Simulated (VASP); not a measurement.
# MgO (a cell with a defect) in VASP: settings compared

Aim: see how the results for MgO (a cell with a defect) move with the level of theory and the settings. Levels: PBEsol, r2SCAN. Tasks: single point.

Program: VASP 6.6.1. These are calculated values, not measurements. Logs are shortened: lines on timing, memory, paths and dates and some standing lists are left out, and cuts for length are marked.

## (1) The cell of the first run

The cell holds a defect, 64 atoms: a = 8.429 Å, b = 8.429 Å, c = 8.429 Å, α = 90.00°, β = 90.00°, γ = 90.00°.

## (2) Single point, PBEsol

Input file INCAR:

```
SYSTEM = MgO
  PREC = Accurate
  ENCUT = 520
  EDIFF = 1E-6
  ISMEAR = -1
  SIGMA = 0.05
  LREAL = Auto
  LASPH = .True.
  NELM = 60
  ALGO = Normal
  ISIF = 2
  LWAVE = .False.
  LCHARG = .False.
  GGA = PS
  NBANDS = 166
  ISYM = 0
```

Input file KPOINTS:

```
Automatic mesh
0
Gamma
  1 1 1
  0.25 0.25 0.25
```

Input file POSCAR:

```
MgO
1.0
    8.4288080000      0.0000000000      0.0000000000
    0.0000000000      8.4288080000      0.0000000000
    0.0000000000      0.0000000000      8.4288080000
O Mg
32 32
Direct
    0.2574050000      0.9998390000      0.0003520000
    0.2574020000      0.9998340000      0.5003520000
    0.2574030000      0.4998420000      0.0003510000
    0.7574060000      0.9998400000      0.0003470000
    0.7573950000      0.9998430000      0.5003470000
    0.7573940000      0.4998420000      0.0003560000
    0.7025180000      0.5456780000      0.4555710000
    0.0080720000      0.2489940000      0.0027720000
    0.0162440000      0.2406540000      0.5018840000
    0.0070800000      0.7496550000      0.0002320000
    0.0062710000      0.7493540000      0.5000550000
    0.5077100000      0.2500260000      0.0004740000
    0.5085280000      0.2503160000      0.5006520000
    0.5067170000      0.7506860000      0.9979290000
    0.4985560000      0.7590220000      0.4988230000
    0.0070790000      0.9999900000      0.2505260000
    0.0080710000      0.9974400000      0.7512640000
    0.0061800000      0.5001760000      0.2509490000
    0.0161940000      0.4985570000      0.7594700000
    0.5067270000      0.0022400000      0.2494350000
    0.5077190000      0.9996850000      0.7501730000
    0.4985950000      0.5011200000      0.2412540000
    0.5086290000      0.4995030000      0.7497540000
    0.8123310000      0.4540190000      0.5451440000
    0.2573670000      0.2493130000      0.2498030000
    0.2597490000      0.2479320000      0.7523070000
    0.2550460000      0.7517420000      0.2484020000
    0.2574350000      0.7503670000      0.7509000000
    0.7573850000      0.2516130000      0.2521360000
    0.7582540000      0.2421740000      0.7579980000
    0.7565370000      0.7575100000      0.2427060000
    0.7574150000      0.7480720000      0.7485570000
    0.0328010000      0.4988300000      0.5014090000
    0.0078180000      0.9994390000      0.0007840000
    0.0099750000      0.9986030000      0.5010050000
    0.0099110000      0.4992160000      0.0017070000
    0.5069700000      0.0002450000      0.9999160000
    0.5048270000      0.0010830000      0.4996970000
    0.5048890000      0.5004580000      0.9989970000
    0.4820290000      0.5008480000      0.4992870000
    0.2578150000      0.2482020000      0.0009870000
    0.2585110000      0.2419640000      0.5011470000
    0.2569870000      0.7514790000      0.9997110000
    0.2562720000      0.7577100000      0.4995590000
    0.7579860000      0.2465910000      0.0015510000
    0.7591660000      0.2355160000      0.5021440000
    0.7568160000      0.7530920000      0.9991480000
    0.7556440000      0.7641920000      0.4985660000
    0.2569630000      0.0004800000      0.2486840000
    0.2578390000      0.9992040000      0.7520140000
    0.2562260000      0.5006240000      0.2423840000
    0.2585620000      0.4990600000      0.7583180000
    0.7568020000      0.0010100000      0.2469440000
    0.7580040000      0.9986670000      0.7537540000
    0.7555320000      0.5017750000      0.2365500000
    0.7592910000      0.4979100000      0.7641490000
    0.0078820000      0.2494880000      0.2529480000
    0.0086520000      0.2487960000      0.7514560000
    0.0052930000      0.7506240000      0.2495700000
    0.0079250000      0.7472840000      0.7507560000
    0.5068710000      0.2523840000      0.2499430000
    0.5095120000      0.2490540000      0.7511300000
    0.5061430000      0.7508960000      0.2492380000
    0.5069120000      0.7501980000      0.7477600000
```

Potentials or basis: VASP PAW PBE potentials, release 64 (O, Mg).

Started as:

```console
$ cat potpaw_PBE.64/O/POTCAR potpaw_PBE.64/Mg/POTCAR > POTCAR
$ mpirun -np 1 vasp_std > vasp.out
```

OUTCAR:

```text
SYSTEM = MgO
   PREC = Accurate
   ENCUT = 520
   EDIFF = 1E-6
   ISMEAR = -1
   LREAL = Auto
   LASPH = .True.
   NELM = 60
   ISIF = 2
   GGA = PS
   ISYM = 0

 ion  position               nearest neighbor table
   1  0.257  1.000  0.000-  49 2.09  50 2.09  43 2.09  41 2.09  37 2.10  34 2.10
   2  0.257  1.000  0.500-  44 2.04  42 2.04  38 2.09  35 2.09  50 2.12  49 2.12
   3  0.257  0.500  0.000-  52 2.04  51 2.04  39 2.09  36 2.09  43 2.12  41 2.12
   4  0.757  1.000  0.000-  54 2.08  53 2.08  47 2.08  45 2.08  34 2.11  37 2.11
   5  0.757  1.000  0.500-  48 1.99  46 1.99  38 2.13  35 2.13  53 2.14  54 2.14
   6  0.757  0.500  0.000-  55 1.99  56 1.99  39 2.13  36 2.13  47 2.13  45 2.13
[... 76 lines left out ...]
  58  0.009  0.249  0.751-   9 2.11  19 2.11  30 2.11  26 2.12   8 2.12  17 2.12  34 2.97  41 2.97
                            50 2.97  56 2.97  46 2.97  42 2.98  52 2.98  35 2.98  36 2.98  45 2.98
  59  0.005  0.751  0.250-  31 2.10  10 2.10  16 2.10  27 2.11  18 2.11  11 2.11  34 2.97  53 2.97
                            47 2.97  55 2.97  48 2.97  36 2.98  35 2.98  51 2.99  44 2.99  49 2.99
  60  0.008  0.747  0.751-  19 2.10  10 2.10  28 2.10  17 2.11  32 2.11  11 2.11  43 2.97  56 2.97
                            52 2.97  36 2.97  33 2.97  47 2.98  44 2.98  35 2.99  54 2.99  50 2.99
  61  0.507  0.252  0.250-  22 2.10  12 2.10  25 2.10  20 2.11  29 2.11  13 2.11  41 2.97  55 2.97
                            51 2.97  39 2.97  40 2.97  45 2.98  42 2.98  38 2.99  53 2.99  49 2.99
  62  0.510  0.249  0.751-  30 2.10  12 2.10  21 2.10  26 2.11  23 2.11  13 2.11  37 2.97  54 2.97
                            45 2.97  56 2.97  46 2.97  39 2.98  38 2.98  52 2.99  42 2.99  50 2.99
  63  0.506  0.751  0.249-  15 2.11  22 2.11  31 2.11  27 2.12  14 2.12  20 2.12  37 2.97  43 2.97
                            49 2.97  55 2.97  48 2.98  51 2.98  44 2.98  38 2.98  39 2.98  47 2.98
  64  0.507  0.750  0.748-  15 2.10  28 2.10  21 2.10  14 2.11  32 2.11  23 2.11  50 2.97  48 2.97
                            44 2.97  38 2.97  40 2.97  54 2.98  52 2.98  39 2.99  47 2.99  43 2.99

IMPORTANT INFORMATION: All symmetrisations will be switched off!
NOSYMM: (Re-)initialisation of all symmetry stuff for point group C_1.

----------------------------------------------------------------------------------------

                                     Primitive cell

  volume of cell :     598.8230

  direct lattice vectors                    reciprocal lattice vectors
     8.428808000  0.000000000  0.000000000     0.118640738  0.000000000  0.000000000
     0.000000000  8.428808000  0.000000000     0.000000000  0.118640738  0.000000000
     0.000000000  0.000000000  8.428808000     0.000000000  0.000000000  0.118640738

  length of vectors
     8.428808000  8.428808000  8.428808000     0.118640738  0.118640738  0.118640738

  position of ions in fractional coordinates (direct lattice)
     0.257405000  0.999839000  0.000352000
     0.257402000  0.999834000  0.500352000
     0.257403000  0.499842000  0.000351000
     0.757406000  0.999840000  0.000347000
     0.757395000  0.999843000  0.500347000
     0.757394000  0.499842000  0.000356000
[... 56 lines left out ...]
     0.506143000  0.750896000  0.249238000
     0.506912000  0.750198000  0.747760000

[... 135 lines left out ...]
   IMIX   =      4    mixing-type and parameters
     AMIX     =   0.40;   BMIX     =  1.00
     AMIX_MAG =   1.60;   BMIX_MAG =  1.00
  volume/ion in A,a.u.               =       9.36        63.14
  Fermi-wavevector in a.u.,A,eV,Ry     =   1.233262  2.330527 20.693577  1.520935
  Thomas-Fermi vector in A             =   2.367999
   LORBIT       =      0    0 simple, 1 ext, 2 COOP (PROOUT), +10 PAW based schemes
   GGA     = PS    functional components
   LHFCALC =     F    Hartree Fock is set to
   AEXX    =    0.0000 exact exchange contribution
   IVDW    =     0    specifies the selected vdW correction
   LEPSILON=     F    determine dielectric tensor
   LRPA    =     F    only Hartree local field effects (RPA)
 non-spin polarized calculation
  energy-cutoff  :      520.00
  volume of cell :      598.82
 maximum number of plane-waves:     16125
 NGX is ok and might be reduce to    64
   NGX = 31   NGY = 31   NGZ = 31

 number of electron     255.9999938 magnetization

 Free energy of the ion-electron system (eV)
  ---------------------------------------------------
  ext. energy  EPLUGINS =         0.00000000
  ---------------------------------------------------
  free energy    TOTEN  =      -391.19422459 eV

  energy without entropy =     -391.19422459  energy(sigma->0) =     -391.19422459

 E-fermi :   6.5161     XC(G=0): -11.3021

 val. band max:        5.2770457864   @ k =  -0.2500  -0.2500   0.2500
 cond. band min:       8.5784151610   @ k =   0.2500  -0.2500   0.2500
 fundamental gap:      3.3013693746
 Fermi energy:         6.5161441008

 k-point     1 :       0.2500    0.2500    0.2500
  band No.  band energies     occupation
      1     -18.2108      2.00000
      2     -13.9515      2.00000
      3     -13.6578      2.00000
      4     -13.5872      2.00000
      5     -13.4901      2.00000
      6     -13.3529      2.00000
[... 561 lines left out ...]
    139      11.3849      0.00000
    140      11.5494      0.00000
 [bands above 140 left out]

------------------------ aborting loop because EDIFF is reached ----------------------------------------

  FORCE on cell =-STRESS in cart. coord.  units (eV):
  Direction    XX          YY          ZZ          XY          YZ          ZX
  --------------------------------------------------------------------------------------
  -------------------------------------------------------------------------------------
  Total       11.6215408     14.2951203     14.0312106     -3.3618526     -3.6338863      3.4173635
  in kB       31.0939439     38.2472235     37.5411216     -8.9947846     -9.7226227      9.1433063
  external PRESSURE =      35.6274296 kB  Pullay stress =       0.0000000 kB

 VOLUME and BASIS-vectors are now :
 -----------------------------------------------------------------------------
  energy-cutoff  :      520.00
  volume of cell :      598.82
      direct lattice vectors                 reciprocal lattice vectors
     8.428808000  0.000000000  0.000000000     0.118640738  0.000000000  0.000000000
     0.000000000  8.428808000  0.000000000     0.000000000  0.118640738  0.000000000
     0.000000000  0.000000000  8.428808000     0.000000000  0.000000000  0.118640738

 POSITION                                       TOTAL-FORCE (eV/Angst)
 -----------------------------------------------------------------------------------
      2.16962      8.42745      0.00297        -0.002227      0.000036     -0.000673
      2.16959      8.42741      4.21737        -0.001903      0.000677     -0.000735
      2.16960      4.21307      0.00296        -0.001923     -0.000286     -0.000569
      6.38403      8.42746      0.00292        -0.002254      0.000018     -0.000282
      6.38394      8.42748      4.21733        -0.000924      0.001114      0.000052
      6.38393      4.21307      0.00300        -0.001063      0.000135     -0.000976
[... 56 lines left out ...]
      4.26618      6.32916      2.10078         0.003773     -0.003393      0.005010
      4.27266      6.32327      6.30273         0.002017     -0.000252     -0.005750
 -----------------------------------------------------------------------------------
    total drift:                               -0.027398      0.002669      0.004180

  FREE ENERGIE OF THE ION-ELECTRON SYSTEM (eV)
  ---------------------------------------------------
  free  energy   TOTEN  =      -391.1942245943 eV

  energy  without entropy=     -391.1942245943  energy(sigma->0) =     -391.19422459
```

Run time: 13 min. Hardware: 1 thread of Intel Xeon Platinum 8175M at 2.50GHz (Skylake/Cascade Lake), shared host; peak memory 0.69 GiB.

What came out:

| Property | Result |
| --- | --- |
| Free energy | -391.1942 eV |
| Pressure | 3.6 GPa |
| Largest force | 0.259 eV/Å |
| Band gap on the k mesh | 3.30 eV |

Forces on the atoms (eV/Å):
```
O   -0.002  0.000 -0.001
O   -0.002  0.001 -0.001
O   -0.002  0.000 -0.001
O   -0.002  0.000  0.000
O   -0.001  0.001  0.000
O   -0.001  0.000 -0.001
O   -0.179  0.115 -0.148
O    0.003  0.001  0.001
O    0.003  0.003 -0.006
O   -0.002  0.002  0.000
O    0.004 -0.003  0.002
O   -0.001 -0.003 -0.001
O    0.000  0.004  0.000
O   -0.002  0.000 -0.001
O   -0.002 -0.002  0.007
O   -0.004  0.001  0.000
O    0.003 -0.002  0.001
O    0.010 -0.001 -0.004
O    0.004 -0.006 -0.002
O   -0.003  0.002  0.001
O    0.001  0.001  0.000
O   -0.001  0.005 -0.001
O   -0.007  0.000  0.003
O    0.177 -0.114  0.145
O   -0.003 -0.003 -0.001
O    0.004  0.002 -0.002
O   -0.001  0.000  0.001
O   -0.001  0.003  0.002
O    0.001 -0.001 -0.003
O   -0.009 -0.003  0.002
O    0.004  0.001 -0.003
O    0.003  0.002  0.003
Mg  -0.030 -0.004  0.005
Mg  -0.004 -0.001 -0.002
Mg   0.008 -0.001  0.001
Mg   0.000  0.001 -0.009
Mg   0.006  0.000  0.000
Mg  -0.006 -0.001 -0.001
Mg   0.002 -0.001  0.010
Mg   0.031  0.005 -0.006
Mg   0.001  0.002 -0.006
Mg   0.003 -0.017  0.004
Mg  -0.002 -0.002  0.007
Mg  -0.001  0.016 -0.005
Mg   0.000 -0.003 -0.006
Mg   0.005  0.007  0.009
Mg   0.001  0.003  0.007
Mg  -0.007 -0.009 -0.009
Mg   0.001 -0.008  0.005
Mg   0.000  0.006 -0.005
Mg   0.004  0.003 -0.007
Mg  -0.002 -0.004  0.009
Mg   0.000 -0.006 -0.003
Mg   0.000  0.007  0.001
Mg  -0.014  0.009  0.011
Mg   0.012 -0.009 -0.010
Mg  -0.001 -0.001  0.006
Mg  -0.005  0.002 -0.003
Mg  -0.008  0.002  0.000
Mg   0.000 -0.002  0.002
Mg   0.001  0.003  0.000
Mg   0.008 -0.002  0.000
Mg   0.004 -0.003  0.005
Mg   0.002  0.000 -0.006
```

Levels at points of the mesh, in eV from the valence-band top:
| k point | band 125 | band 126 | band 127 | band 128 | band 129 | band 130 | band 131 | band 132 |
| --- | --- | --- | --- | --- | --- | --- | --- | --- |
| (0.25, 0.25, 0.25) | -2.37 | -1.93 | -1.76 | 0.00 | 3.42 | 3.67 | 4.05 | 4.25 |

Caveat: the PAW data sets were made with another functional, which shifts forces and pressure a little.

## (3) Single point, r2SCAN

POSCAR is that of step 2.

Input file INCAR.step1:

```
  ALGO = Normal
  EDIFF = 1E-4
  ENCUT = 520
  GGA = PE
  ISMEAR = -1
  ISYM = 0
  LASPH = True
  LCHARG = False
  LREAL = Auto
  LWAVE = True
  NBANDS = 166
  NELM = 80
  PREC = Accurate
  SIGMA = 0.05
```

Input file INCAR.step2:

```
  ALGO = Normal
  EDIFF = 1E-7
  ENCUT = 520
  ISIF = 2
  ISMEAR = -1
  ISTART = 1
  ISYM = 0
  LASPH = True
  LCHARG = False
  LMIXTAU = True
  LREAL = Auto
  LWAVE = False
  METAGGA = R2SCAN
  NBANDS = 166
  NELM = 80
  PREC = Accurate
  SIGMA = 0.05
```

KPOINTS is that of step 2.

Potentials or basis: VASP PAW PBE potentials, release 64 (O, Mg).

Started as:

```console
$ cat potpaw_PBE.64/O/POTCAR potpaw_PBE.64/Mg/POTCAR > POTCAR
$ cp INCAR.step1 INCAR
$ mpirun -np 1 vasp_std > vasp.out
$ cp INCAR.step2 INCAR
$ mpirun -np 1 vasp_std > vasp.out
```

OUTCAR:

```text
EDIFF = 1E-7
   ENCUT = 520
   ISIF = 2
   ISMEAR = -1
   ISTART = 1
   ISYM = 0
   LASPH = True
   LREAL = Auto
   METAGGA = R2SCAN
   NELM = 80
   PREC = Accurate

 ion  position               nearest neighbor table
   1  0.257  1.000  0.000-  49 2.09  50 2.09  43 2.09  41 2.09  37 2.10  34 2.10
   2  0.257  1.000  0.500-  44 2.04  42 2.04  38 2.09  35 2.09  50 2.12  49 2.12
   3  0.257  0.500  0.000-  52 2.04  51 2.04  39 2.09  36 2.09  43 2.12  41 2.12
   4  0.757  1.000  0.000-  54 2.08  53 2.08  47 2.08  45 2.08  34 2.11  37 2.11
   5  0.757  1.000  0.500-  48 1.99  46 1.99  38 2.13  35 2.13  53 2.14  54 2.14
   6  0.757  0.500  0.000-  55 1.99  56 1.99  39 2.13  36 2.13  47 2.13  45 2.13
[... 926 lines left out ...]
  in kB       14.6473661     21.8784179     21.1505233    -10.0707043    -10.6503758     10.2004657
  external PRESSURE =      19.2254357 kB  Pullay stress =       0.0000000 kB

 VOLUME and BASIS-vectors are now :
 -----------------------------------------------------------------------------
  energy-cutoff  :      520.00
  volume of cell :      598.82
      direct lattice vectors                 reciprocal lattice vectors
     8.428808000  0.000000000  0.000000000     0.118640738  0.000000000  0.000000000
     0.000000000  8.428808000  0.000000000     0.000000000  0.118640738  0.000000000
     0.000000000  0.000000000  8.428808000     0.000000000  0.000000000  0.118640738

 POSITION                                       TOTAL-FORCE (eV/Angst)
 -----------------------------------------------------------------------------------
      2.16962      8.42745      0.00297        -0.001112      0.000485     -0.001764
      2.16959      8.42741      4.21737        -0.001181     -0.000307      0.000561
      2.16960      4.21307      0.00296        -0.001167     -0.000886      0.001753
      6.38403      8.42746      0.00292        -0.001929      0.000341     -0.000970
      6.38394      8.42748      4.21733        -0.003691      0.001540      0.002183
      6.38393      4.21307      0.00300        -0.003836     -0.000846     -0.002352
[... 56 lines left out ...]
      4.26618      6.32916      2.10078         0.002134     -0.008493      0.010493
      4.27266      6.32327      6.30273        -0.000472      0.001802     -0.010418
 -----------------------------------------------------------------------------------
    total drift:                                0.000749      0.013352     -0.017973

  FREE ENERGIE OF THE ION-ELECTRON SYSTEM (eV)
  ---------------------------------------------------
  free  energy   TOTEN  =      -507.1793050949 eV

  energy  without entropy=     -507.1793050949  energy(sigma->0) =     -507.17930509
```

OSZICAR.step1:

```text
N       E                     dE             d eps       ncg     rms          rms(c)
DAV:   1     0.149329301472E+04    0.14933E+04   -0.12811E+05  1360   0.142E+03
DAV:   2    -0.298950641156E+03   -0.17922E+04   -0.17466E+04  1608   0.307E+02
DAV:   3    -0.419630360116E+03   -0.12068E+03   -0.11994E+03  1592   0.840E+01
DAV:   4    -0.420936274422E+03   -0.13059E+01   -0.13024E+01  1568   0.949E+00
DAV:   5    -0.420953563202E+03   -0.17289E-01   -0.17273E-01  1568   0.998E-01    0.409E+01
DAV:   6    -0.371944272073E+03    0.49009E+02   -0.23089E+02  1504   0.344E+01    0.129E+01
DAV:   7    -0.371782333415E+03    0.16194E+00   -0.52701E+00  1504   0.555E+00    0.806E+00
DAV:   8    -0.371608759551E+03    0.17357E+00   -0.16368E+00  1536   0.464E+00    0.182E+00
DAV:   9    -0.371562450717E+03    0.46309E-01   -0.13012E-01  1600   0.110E+00    0.115E+00
DAV:  10    -0.371552247244E+03    0.10203E-01   -0.23343E-01  1504   0.142E+00    0.454E-01
DAV:  11    -0.371552568319E+03   -0.32108E-03   -0.17433E-02  1504   0.410E-01    0.426E-01
DAV:  12    -0.371551138973E+03    0.14293E-02   -0.19655E-02  1560   0.477E-01    0.233E-01
DAV:  13    -0.371550608755E+03    0.53022E-03   -0.47873E-03  1536   0.187E-01    0.143E-01
DAV:  14    -0.371550425938E+03    0.18282E-03   -0.76799E-04  1432   0.867E-02    0.624E-02
DAV:  15    -0.371550365822E+03    0.60116E-04   -0.55037E-04  1472   0.666E-02
   1 F= -.37155037E+03 E0= -.37155037E+03  d E =-.439970E-10
```

It took 36 min on 1 thread of Intel Xeon Platinum 8175M at 2.50GHz (Skylake/Cascade Lake), shared host; peak memory 0.77 GiB.

Results:

```
Free energy            : -507.1793 eV
Pressure               : 1.9 GPa
Largest force          : 0.351 eV/Å
Band gap on the k mesh : 3.94 eV
```

Forces in eV/Å, atoms in the order of the input:
```
O   -0.001  0.000 -0.002
O   -0.001  0.000  0.001
O   -0.001 -0.001  0.002
O   -0.002  0.000 -0.001
O   -0.004  0.002  0.002
O   -0.004 -0.001 -0.002
O   -0.231  0.168 -0.203
O    0.002  0.000  0.004
O    0.031 -0.029 -0.016
O    0.001  0.009  0.000
O    0.013  0.005  0.002
O   -0.003 -0.009 -0.004
O   -0.010 -0.003  0.000
O    0.000  0.002 -0.001
O   -0.031  0.029  0.018
O   -0.001  0.000 -0.007
O    0.003 -0.004  0.002
O    0.019 -0.001 -0.012
O    0.031  0.003  0.028
O   -0.002  0.004 -0.001
O   -0.001  0.003  0.006
O   -0.028 -0.005 -0.031
O   -0.017  0.001  0.012
O    0.227 -0.168  0.200
O   -0.002 -0.014 -0.013
O    0.004 -0.004  0.005
O   -0.003  0.006 -0.005
O    0.000  0.014  0.013
O    0.001 -0.008 -0.009
O   -0.017 -0.022  0.022
O    0.010  0.021 -0.022
O    0.003  0.009  0.010
Mg  -0.118 -0.012  0.014
Mg  -0.001  0.002 -0.004
Mg   0.010  0.006 -0.004
Mg   0.001  0.006 -0.017
Mg   0.007 -0.001  0.001
Mg  -0.012 -0.006  0.001
Mg  -0.003 -0.004  0.015
Mg   0.118  0.013 -0.013
Mg   0.001  0.003 -0.006
Mg  -0.003 -0.052 -0.001
Mg   0.001 -0.004  0.008
Mg   0.007  0.049 -0.001
Mg  -0.002 -0.006 -0.013
Mg   0.013  0.034  0.018
Mg   0.005  0.005  0.012
Mg  -0.019 -0.035 -0.015
Mg   0.004 -0.009  0.007
Mg  -0.001  0.007 -0.006
Mg   0.012 -0.001 -0.038
Mg  -0.008  0.001  0.045
Mg   0.004 -0.012 -0.004
Mg  -0.002  0.013  0.006
Mg  -0.026  0.016  0.034
Mg   0.020 -0.018 -0.036
Mg   0.005 -0.001  0.012
Mg  -0.004  0.006 -0.007
Mg  -0.011  0.000  0.001
Mg   0.005 -0.009  0.001
Mg  -0.002  0.008 -0.003
Mg   0.007  0.001 -0.003
Mg   0.002 -0.008  0.010
Mg   0.000  0.002 -0.010
```

Caveat: the PAW data sets were made with another functional, which shifts forces and pressure a little.
